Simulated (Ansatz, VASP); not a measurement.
**Two plane-wave programs on Sn**

```
Sn
1.0
     0.00000    3.26942    3.26942
     3.26942    0.00000    3.26942
     3.26942    3.26942    0.00000
Sn
2
Cartesian
  4.9041 4.9041 4.9041
  3.2694 3.2694 3.2694
```

Alike in both runs: task single point; functional PBE; k mesh 6 × 6 × 6; occupations gaussian, width 0.05 eV; no spin polarisation.

|  | VASP | Ansatz |
| --- | --- | --- |
| version | VASP 6.6.1 | Ansatz 0.2.0 |
| potentials or method | VASP PAW PBE potentials, release 64 (Sn_d), cutoff 500 eV | scalar-relativistic, plane waves, PAW |
| valence electrons in the cell | 28 | 28 |

|  | VASP | Ansatz | Ansatz less VASP |
| --- | --- | --- | --- |
| gap on the k mesh at the Fermi level (eV) | none | none | - |
| pressure (GPa) | 2.2 | 2.2 | +0.04 |

A gap of «none» marks a metal or a gap that the smearing closes. With one functional, cell and mesh, what is left measures potentials, basis and numerics.
